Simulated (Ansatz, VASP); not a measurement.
## KB3H8: VASP beside Ansatz

INCAR

```
SYSTEM = KB3H8
PREC = Accurate ; ENCUT = 520
EDIFF = 1E-8 ; ISMEAR = -1
SIGMA = 0.05 ; LREAL = Auto
LASPH = .TRUE. ; NELM = 60
ALGO = Normal ; ISIF = 2
LWAVE = .FALSE. ; LCHARG = .FALSE.
GGA = PE ; LEFG = .TRUE.
NBANDS = 44
```

File KPOINTS:

```
regular mesh
0
G
  5 4 5
  0 0 0
```

The input POSCAR:

```
KB3H8
1.0
    5.3229900000      0.0000000000      0.0000000000
    0.0000000000      8.1279700000      0.0000000000
   -0.4496293076      0.0000000000      5.5550129431
K B H
2 6 16
Direct
    0.2275437893      0.7500000000      0.8956205211
    0.7724562107      0.2500000000      0.1043794789
    0.2108408710      0.1397351034      0.7695678078
    0.7891591290      0.6397351034      0.2304321922
    0.7891591290      0.8602648966      0.2304321922
    0.2108408710      0.3602648966      0.7695678078
    0.3673106495      0.2500000000      0.5509052112
    0.6326893505      0.7500000000      0.4490947888
    0.3242657942      0.0760880868      0.6010519809
    0.6757342058      0.5760880868      0.3989480191
    0.6757342058      0.9239119132      0.3989480191
    0.3242657942      0.4239119132      0.6010519809
    0.3254806762      0.0877589038      0.9503483509
    0.6745193238      0.5877589038      0.0496516491
    0.6745193238      0.9122410962      0.0496516491
    0.3254806762      0.4122410962      0.9503483509
   -0.0011386097      0.0865990758      0.7294660814
    1.0011386097      0.5865990758      0.2705339186
    1.0011386097      0.9134009242      0.2705339186
   -0.0011386097      0.4134009242      0.7294660814
    0.2791022246      0.2500000000      0.3441504834
    0.7208977754      0.7500000000      0.6558495166
    0.5955500371      0.2500000000      0.5744899550
    0.4044499629      0.7500000000      0.4255100450
```

Input for Ansatz:

```yaml
crystal:
  lattice:
    - [5.32299, 0.0, 0.0]
    - [0.0, 8.12797, 0.0]
    - [-0.4496293076, 0.0, 5.5550129431]
  atoms:
    - { symbol: K, position: [0.2275437893, 0.75, 0.8956205211] }
    - { symbol: K, position: [0.7724562107, 0.25, 0.1043794789] }
    - { symbol: B, position: [0.210840871, 0.1397351034, 0.7695678078] }
    - { symbol: B, position: [0.789159129, 0.6397351034, 0.2304321922] }
    - { symbol: B, position: [0.789159129, 0.8602648966, 0.2304321922] }
    - { symbol: B, position: [0.210840871, 0.3602648966, 0.7695678078] }
    - { symbol: B, position: [0.3673106495, 0.25, 0.5509052112] }
    - { symbol: B, position: [0.6326893505, 0.75, 0.4490947888] }
    - { symbol: H, position: [0.3242657942, 0.0760880868, 0.6010519809] }
    - { symbol: H, position: [0.6757342058, 0.5760880868, 0.3989480191] }
    - { symbol: H, position: [0.6757342058, 0.9239119132, 0.3989480191] }
    - { symbol: H, position: [0.3242657942, 0.4239119132, 0.6010519809] }
    - { symbol: H, position: [0.3254806762, 0.0877589038, 0.9503483509] }
    - { symbol: H, position: [0.6745193238, 0.5877589038, 0.0496516491] }
    - { symbol: H, position: [0.6745193238, 0.9122410962, 0.0496516491] }
    - { symbol: H, position: [0.3254806762, 0.4122410962, 0.9503483509] }
    - { symbol: H, position: [-0.0011386097, 0.0865990758, 0.7294660814] }
    - { symbol: H, position: [1.0011386097, 0.5865990758, 0.2705339186] }
    - { symbol: H, position: [1.0011386097, 0.9134009242, 0.2705339186] }
    - { symbol: H, position: [-0.0011386097, 0.4134009242, 0.7294660814] }
    - { symbol: H, position: [0.2791022246, 0.25, 0.3441504834] }
    - { symbol: H, position: [0.7208977754, 0.75, 0.6558495166] }
    - { symbol: H, position: [0.5955500371, 0.25, 0.574489955] }
    - { symbol: H, position: [0.4044499629, 0.75, 0.425510045] }
kpoints:
  mp_grid: { grid: [5, 4, 5] }
scf:
  occupations: { method: fermi_dirac, width: 0.05 }
  mixing: { preconditioner: kerker }
hamiltonian:
  xc: pbe
  pseudopotentials: { kind: paw }
output:
  forces: true
  stress: true
  populations: true
  efg:
    quadrupole_moments_barn: { K: 0.0603, B: 0.04059, H: 0.00285783 }
    contact_densities: true
```

Alike in both runs: task electric field gradients; functional PBE; k mesh 5 × 4 × 5; occupations fermi-dirac, width 0.05 eV; no spin polarisation.

```csv
,VASP,Ansatz
version,VASP 6.6.1,Ansatz 0.2.0
potentials or method,"VASP PAW PBE potentials, release 64 (K_sv, B, H)","plane-wave PAW, scalar-relativistic"
plane-wave cutoff (eV),520,420
valence electrons in the cell,52,52
```

Ansatz gave:

```
gap on the k mesh at the Fermi level (eV)                     : 5.99
pressure (GPa)                                                : 0.6
traceless stress, the component that is largest in VASP (GPa) : 0.21
rms of the force components (eV/Å)                            : 0.008
size of Vzz on the site where it differs most (V/Å²)          : 21.3
```

What did VASP give for the same quantities?

gap on the k mesh at the Fermi level (eV): 5.98; pressure (GPa): 0.5; traceless stress, the component that is largest in VASP (GPa): 0.22; rms of the force components (eV/Å): 0.009; size of Vzz on the site where it differs most (V/Å²): 24.3.

Atom by atom the forces differ by 0.005 eV/Å (rms over components). With one functional, cell and mesh, what is left measures potentials, basis and numerics.
